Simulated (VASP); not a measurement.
# YCuF4 in VASP: a series of runs

The runs below take YCuF4 through single point, with PBEsol, r2SCAN+rVV10.

Program: VASP 6.6.1. These are calculated values, not measurements. Logs are shortened: lines on timing, memory, paths and dates and some standing lists are left out, and cuts for length are marked.

## 1. The cell of the first run

The typed cell holds 6 atoms: a = 4.552 Å, b = 4.552 Å, c = 4.552 Å, α = 111.64°, β = 111.64°, γ = 105.22°.

## 2. Single point, PBEsol

Contents of INCAR:

```
SYSTEM = YCuF4
ALGO = Normal
EDIFF = 1E-6
ENCUT = 600
GGA = PS
GGA_COMPAT = .FALSE.
ISIF = 2
ISMEAR = -1
LASPH = .TRUE.
LCHARG = .FALSE.
LREAL = .FALSE.
LWAVE = .FALSE.
NBANDS = 34
NELM = 120
PREC = Accurate
SIGMA = 0.03
```

Contents of KPOINTS:

```
k-points
0
G
  6 6 6
  0 0 0
```

Contents of POSCAR:

```
YCuF4
1.0
   -2.5574286818      2.5574286818      2.7643696631
    2.5574286818     -2.5574286818      2.7643696631
    2.5574286818      2.5574286818     -2.7643696631
Y Cu F
1 1 4
Direct
    0.1065259352      0.1065259352      0.0000000000
    0.6065425260      0.6065425260      0.0000000000
    0.5632024305      0.6498135067      0.5000036728
    0.0631987576      0.5632024305      0.9133889238
    0.6498135067      0.1498098339      0.0866110762
    0.1498098339      0.0631987576      0.4999963272
```

Potentials or basis: VASP PAW PBE potentials, release 64 (Y_sv, Cu, F).

Launch:

```sh
$ cat potpaw_PBE.64/Y_sv/POTCAR potpaw_PBE.64/Cu/POTCAR potpaw_PBE.64/F/POTCAR > POTCAR
$ mpirun -np 1 vasp_std > vasp.out
```

OUTCAR:

```text
SYSTEM = YCuF4
   EDIFF = 1E-6
   ENCUT = 600
   GGA = PS
   ISIF = 2
   ISMEAR = -1
   LASPH = .TRUE.
   LREAL = .FALSE.
   NELM = 120
   PREC = Accurate

 ion  position               nearest neighbor table
   1  0.107  0.107  0.000-   6 2.30   5 2.30   3 2.30   4 2.30   4 2.30   3 2.30   5 2.30   6 2.30
                             2 2.76   2 2.76
   2  0.607  0.607  0.000-   4 2.30   6 2.30   3 2.30   5 2.30   3 2.30   5 2.30   6 2.30   4 2.30
                             1 2.76   1 2.76
   3  0.563  0.650  0.500-   2 2.30   1 2.30   1 2.30   2 2.30
   4  0.063  0.563  0.913-   2 2.30   1 2.30   1 2.30   2 2.30
   5  0.650  0.150  0.087-   2 2.30   1 2.30   1 2.30   2 2.30
   6  0.150  0.063  0.500-   2 2.30   1 2.30   1 2.30   2 2.30

  LATTYP: Found a body centered tetragonal cell.
 ALAT       =     5.1148573636
 C/A-ratio  =     1.0809175962

  Lattice vectors:

 A1 = (  -2.5574286818,   2.5574286818,   2.7643696631)
 A2 = (   2.5574286818,  -2.5574286818,   2.7643696631)
 A3 = (   2.5574286818,   2.5574286818,  -2.7643696631)

Analysis of symmetry for initial positions (statically):
=====================================================================
 Subroutine PRICEL returns:
 Original cell was already a primitive cell.

 Routine SETGRP: Setting up the symmetry group for a
 body centered tetragonal supercell.

 Subroutine GETGRP returns: Found  4 space group operations
 (whereof  4 operations were pure point group operations)
 out of a pool of 16 trial point group operations.

The static configuration has the point symmetry     .

Analysis of symmetry for dynamics (positions and initial velocities):
=====================================================================
 Subroutine PRICEL returns:
 Original cell was already a primitive cell.

 Routine SETGRP: Setting up the symmetry group for a
 body centered tetragonal supercell.

 Subroutine GETGRP returns: Found  4 space group operations
 (whereof  4 operations were pure point group operations)
 out of a pool of 16 trial point group operations.

The dynamic configuration has the point symmetry     .

 Subroutine INISYM returns: Found  4 space group operations
 (whereof  4 operations are pure point group operations),
 and found     1 'primitive' translations

----------------------------------------------------------------------------------------
[... 101 lines left out ...]
   EDIFF  = 0.1E-05   stopping-criterion for ELM
   LREAL  =      F    real-space projection
   EDIFFG = 0.1E-04   stopping-criterion for IOM
   NSW    =      0    number of steps for IOM
   IBRION =     -1    ionic relax: 0-MD 1-quasi-New 2-CG
   NFREE  =      0    steps in history (QN), initial steepest desc. (CG)
   ISIF   =      2    stress and relaxation
   ISYM   =      2    0-nonsym 1-usesym 2-fastsym
   POTIM  = 0.5000    time-step for ionic-motion
   TEBEG  =    0.0;   TEEND  =   0.0 temperature during run
   PSTRESS=    0.0 pullay stress
   NELECT =      50.0000    total number of electrons
   NUPDOWN=      -1.0000    fix difference up-down
   EMIN   =  10.00;   EMAX   =-10.00  energy-range for DOS
   EFERMI =   0.00;   METHOD = LEGACY
   ISMEAR =    -1;   SIGMA  =   0.03  broadening in eV -4-tet -1-fermi 0-gaus
   EFERMI_NEDOS =   21; number of points for ismear=-14 and -15
   IALGO  =     38    algorithm
   IMIX   =      4    mixing-type and parameters
     AMIX     =   0.40;   BMIX     =  1.00
     AMIX_MAG =   1.60;   BMIX_MAG =  1.00
  volume/ion in A,a.u.               =      12.05        81.34
  Fermi-wavevector in a.u.,A,eV,Ry     =   1.447584  2.735537 28.511001  2.095499
  Thomas-Fermi vector in A             =   2.565522
   LORBIT       =      0    0 simple, 1 ext, 2 COOP (PROOUT), +10 PAW based schemes
   GGA     = PS    functional components
   LHFCALC =     F    Hartree Fock is set to
   AEXX    =    0.0000 exact exchange contribution
   IVDW    =     0    specifies the selected vdW correction
   LEPSILON=     F    determine dielectric tensor
   LRPA    =     F    only Hartree local field effects (RPA)
 non-spin polarized calculation
  energy-cutoff  :      600.00
  volume of cell :       72.32
 maximum number of plane-waves:      2432
   NGX = 19   NGY = 19   NGZ = 19

 number of electron      50.0000012 magnetization

 Free energy of the ion-electron system (eV)
  ---------------------------------------------------
  ext. energy  EPLUGINS =         0.00000000
  ---------------------------------------------------
  free energy    TOTEN  =       -36.05847317 eV

  energy without entropy =      -36.05847314  energy(sigma->0) =      -36.05847316

 E-fermi :   3.8744     XC(G=0): -10.8108

 val. band max:        3.4328699847   @ k =   0.5000   0.5000   0.5000
 cond. band min:       4.2548722697   @ k =   0.0000   0.0000   0.0000
 fundamental gap:      0.8220022850
 Fermi energy:         3.8744353855

 k-point     1 :       0.0000    0.0000    0.0000
  band No.  band energies     occupation
      1     -39.1267      2.00000
      2     -20.8449      2.00000
      3     -20.2794      2.00000
      4     -20.2794      2.00000
      5     -20.0430      2.00000
      6     -19.3442      2.00000
[... 877 lines left out ...]
     33      12.7246      0.00000
     34      13.3877      0.00000

 [... further k-points ...]

------------------------ aborting loop because EDIFF is reached ----------------------------------------

  FORCE on cell =-STRESS in cart. coord.  units (eV):
  Direction    XX          YY          ZZ          XY          YZ          ZX
  --------------------------------------------------------------------------------------
  -------------------------------------------------------------------------------------
  Total       -0.1214056     -0.1214056     -0.0989110     -0.0000000      0.0000000      0.0000000
  in kB       -2.6895893     -2.6895893     -2.1912514     -0.0000008      0.0000000      0.0000000
  external PRESSURE =      -2.5234767 kB  Pullay stress =       0.0000000 kB

 VOLUME and BASIS-vectors are now :
 -----------------------------------------------------------------------------
  energy-cutoff  :      600.00
  volume of cell :       72.32
      direct lattice vectors                 reciprocal lattice vectors
    -2.557428682  2.557428682  2.764369663     0.000000000  0.195508873  0.180873060
     2.557428682 -2.557428682  2.764369663     0.195508873  0.000000000  0.180873060
     2.557428682  2.557428682 -2.764369663     0.195508873  0.195508873  0.000000000

 POSITION                                       TOTAL-FORCE (eV/Angst)
 -----------------------------------------------------------------------------------
      0.00000      0.00000      0.58895         0.000000     -0.000000      0.000101
      0.00000      0.00000      3.35342         0.000000     -0.000000      0.000177
      1.50023      1.05722      1.97103        -0.000023     -0.000112     -0.000070
      3.61465      1.05720     -0.79334        -0.000112      0.000023     -0.000070
     -1.05722      1.50023      1.97103         0.000112     -0.000023     -0.000070
      1.05720      1.50021     -0.79334         0.000023      0.000112     -0.000070
 -----------------------------------------------------------------------------------
    total drift:                               -0.000006     -0.000004     -0.001375

  FREE ENERGIE OF THE ION-ELECTRON SYSTEM (eV)
  ---------------------------------------------------
  free  energy   TOTEN  =       -36.0584731701 eV

  energy  without entropy=      -36.0584731430  energy(sigma->0) =      -36.05847316
```

stdout:

```text
POSCAR found type information on POSCAR Y CuF
 POSCAR found :  3 types and       6 ions
 scaLAPACK will be used
 -----------------------------------------------------------------------------
|                                                                             |
|                                                                             |
|     You enforced a specific xc type in the INCAR file but a different       |
|     I HOPE YOU KNOW WHAT YOU ARE DOING!                                     |
|                                                                             |
 -----------------------------------------------------------------------------

 LDA part: xc-table for (Slater+PW92), standard interpolation
 POSCAR, INCAR and KPOINTS ok, starting setup
 FFT: planning ... GRIDC
 FFT: planning ... GRID_SOFT
 FFT: planning ... GRID
 WAVECAR not read
 entering main loop
```

Run time: 2.3 min. Hardware: 1 thread of Oxide Virtual Turin-like, shared host; peak memory 0.25 GiB.

What came out:

| Property | Result |
| --- | --- |
| Free energy | -36.0585 eV |
| Pressure | -0.3 GPa |
| Band gap on the k mesh | 0.82 eV (least direct gap 1.40 eV) |

Levels at points of the mesh, in eV from the valence-band top:
```tsv
k point	band 23	band 24	band 25	band 26	band 27	band 28
(0.00, 0.00, 0.00)	-0.82	-0.60	-0.58	0.82	3.37	3.54
(0.50, 0.00, 0.00)	-0.62	-0.59	-0.06	3.13	3.94	4.13
(0.50, 0.50, 0.00)	-0.58	-0.44	-0.10	3.09	4.40	4.63
(0.50, 0.50, 0.50)	-0.14	-0.14	0.00	4.00	4.46	6.66
```

Caveat: the PAW data sets were made with another functional, which shifts forces and pressure a little.

## 3. Single point, r2SCAN+rVV10

This run uses another cell than the first one, of 11.95 Å³/atom.

Contents of POSCAR:

```
YCuF4
1.0
   -2.5448926102      2.5448926102      2.7676402628
    2.5448926102     -2.5448926102      2.7676402628
    2.5448926102      2.5448926102     -2.7676402628
Y Cu F
1 1 4
Direct
    0.1065212289      0.1065212289      0.0000000000
    0.6065295479      0.6065295479      0.0000000000
    0.5565390401      0.6564846955      0.5000026292
    0.0565364110      0.5565390401      0.9000543446
    0.6564846955      0.1564820664      0.0999456554
    0.1564820664      0.0565364110      0.4999973708
```

Contents of INCAR.step1:

```
SYSTEM = YCuF4
ALGO = Normal
EDIFF = 1E-5
ENCUT = 660
GGA = PE
GGA_COMPAT = .False.
ISMEAR = -1
LASPH = .True.
LCHARG = .False.
LREAL = .False.
LWAVE = .True.
NBANDS = 34
NELM = 120
PREC = Accurate
SIGMA = 0.03
```

Contents of INCAR.step2:

```
SYSTEM = YCuF4
ALGO = Normal
BPARAM = 11.95
CPARAM = 0.0093
EDIFF = 1E-6
ENCUT = 660
GGA_COMPAT = .False.
ISIF = 2
ISMEAR = -1
ISTART = 1
IVDW_NL = 2
LASPH = .True.
LCHARG = .False.
LMIXTAU = .True.
LREAL = .False.
LUSE_VDW = .True.
LWAVE = .False.
METAGGA = R2SCAN
NBANDS = 34
NELM = 120
PREC = Accurate
SIGMA = 0.03
```

Contents of KPOINTS:

```
k-points
0
Gamma
  6 6 6
  0 0 0
```

Potentials or basis: VASP PAW PBE potentials, release 64 (Y_sv, Cu, F).

Launch:

```sh
$ cat potpaw_PBE.64/Y_sv/POTCAR potpaw_PBE.64/Cu/POTCAR potpaw_PBE.64/F/POTCAR > POTCAR
$ cp INCAR.step1 INCAR
$ mpirun -np 1 vasp_std > vasp.out
$ cp INCAR.step2 INCAR
$ mpirun -np 1 vasp_std > vasp.out
```

Run time: 14 min. Hardware: 1 thread of Oxide Virtual Turin-like, shared host; peak memory 0.53 GiB.

It converged, with:

```
Free energy            : -60.8589 eV
Pressure               : -0.2 GPa
Largest force          : 0.005 eV/Å
Band gap on the k mesh : 1.39 eV (least direct gap 1.87 eV)
```

Forces on the atoms (eV/Å):
```
Y    0.000  0.000  0.000
Cu   0.000  0.000 -0.002
F    0.003 -0.004  0.000
F   -0.004 -0.003  0.000
F    0.004  0.003  0.000
F   -0.003  0.004  0.000
```

Stress tensor (GPa, compression positive):
```
-0.20  0.00  0.00
 0.00 -0.20  0.00
 0.00  0.00 -0.05
```

Levels at points of the mesh, in eV from the valence-band top:
| k point | band 22 | band 23 | band 24 | band 25 | band 26 | band 27 | band 28 | band 29 |
| --- | --- | --- | --- | --- | --- | --- | --- | --- |
| (0.00, 0.00, 0.00) | -0.76 | -0.76 | -0.50 | -0.49 | 1.39 | 3.72 | 4.05 | 5.30 |
| (0.50, 0.00, 0.00) | -0.61 | -0.56 | -0.52 | -0.07 | 3.55 | 4.47 | 4.51 | 5.51 |
| (0.50, 0.50, 0.00) | -0.75 | -0.50 | -0.37 | -0.10 | 3.51 | 4.80 | 5.04 | 5.61 |
| (0.50, 0.50, 0.50) | -0.49 | -0.15 | -0.15 | 0.00 | 4.36 | 4.74 | 6.91 | 7.59 |

Caveat: the PAW data sets were made with another functional, which shifts forces and pressure a little.

## 4. Single point, r2SCAN+rVV10

This run uses another cell than the first one, of 11.95 Å³/atom.

POSCAR is that of step 3.

Contents of INCAR.step1:

```
SYSTEM = YCuF4
  PREC = Accurate
  ENCUT = 660
  ISMEAR = -1
  SIGMA = 0.03
  LREAL = .FALSE.
  LASPH = .TRUE.
  NELM = 120
  NBANDS = 34
  GGA = PE
  ALGO = Normal
  EDIFF = 1E-5
  LWAVE = .TRUE.
  LCHARG = .FALSE.
  GGA_COMPAT = .FALSE.
```

Contents of INCAR.step2:

```
SYSTEM = YCuF4
  PREC = Accurate
  ENCUT = 660
  EDIFF = 1E-6
  ISMEAR = -1
  SIGMA = 0.03
  LREAL = .FALSE.
  LASPH = .TRUE.
  NELM = 120
  ALGO = Normal
  ISIF = 2
  LWAVE = .FALSE.
  LCHARG = .FALSE.
  METAGGA = R2SCAN
  LMIXTAU = .TRUE.
  LUSE_VDW = .TRUE.
  IVDW_NL = 2
  BPARAM = 11.95
  CPARAM = 0.0093
  NBANDS = 34
  ISTART = 1
  GGA_COMPAT = .FALSE.
```

Contents of KPOINTS:

```
regular mesh
0
G
  8 8 8
  0 0 0
```

Launch:

```sh
$ cat potpaw_PBE.64/Y_sv/POTCAR potpaw_PBE.64/Cu/POTCAR potpaw_PBE.64/F/POTCAR > POTCAR
$ cp INCAR.step1 INCAR
$ mpirun -np 1 vasp_std > vasp.out
$ cp INCAR.step2 INCAR
$ mpirun -np 1 vasp_std > vasp.out
```

Run time: 19 min. Hardware: 1 thread of Oxide Virtual Turin-like, shared host; peak memory 0.64 GiB.

The run converged. Its results:

| Item | Value |
| --- | --- |
| Free energy | -60.8589 eV |
| Pressure | -0.2 GPa |
| Largest force | 0.005 eV/Å |
| Band gap on the k mesh | 1.39 eV (least direct gap 1.87 eV) |

Forces in eV/Å, atoms in the order of the input:
```
Y    0.000  0.000  0.000
Cu   0.000  0.000 -0.002
F    0.003 -0.004  0.000
F   -0.004 -0.003  0.000
F    0.004  0.003  0.000
F   -0.003  0.004  0.000
```

Stress tensor (GPa, compression positive):
```
-0.22  0.00  0.00
 0.00 -0.22  0.00
 0.00  0.00 -0.06
```

Levels at points of the mesh, in eV from the valence-band top:
```tsv
k point	band 23	band 24	band 25	band 26	band 27	band 28
(0.00, 0.00, 0.00)	-0.76	-0.50	-0.49	1.39	3.72	4.05
(0.50, 0.00, 0.00)	-0.56	-0.52	-0.07	3.55	4.47	4.51
(0.50, 0.50, 0.00)	-0.50	-0.37	-0.10	3.51	4.80	5.04
(0.50, 0.50, 0.50)	-0.15	-0.15	0.00	4.36	4.74	6.91
```

Caveat: the PAW data sets were made with another functional, which shifts forces and pressure a little. A k mesh can miss the band edges.

## 5. Overview

| level | cell | k mesh | cutoff (eV) | gap on the mesh (eV) | pressure (GPa) |
| --- | --- | --- | --- | --- | --- |
| PBEsol | a = 4.552 Å, angles 111.6, 111.6, 105.2°, 6 atoms, atomic positions A | 6 × 6 × 6 | 600 | 0.82 | -0.3 |
| r2SCAN+rVV10 | a = 4.540 Å, angles 111.8, 111.8, 104.9°, 6 atoms, atomic positions B | 6 × 6 × 6 | 660 | 1.39 | -0.2 |
| r2SCAN+rVV10 | a = 4.540 Å, angles 111.8, 111.8, 104.9°, 6 atoms, atomic positions B | 8 × 8 × 8 | 660 | 1.39 | -0.2 |

Alike in all rows: task single point; potentials or basis VASP PAW PBE potentials, release 64 (Y_sv, Cu, F); no spin polarisation; smearing fermi-dirac 0.03 eV.

Caveats: the PAW data sets were made with another functional, which shifts forces and pressure a little.

Absolute energies hang on the potentials; compare differences alone.
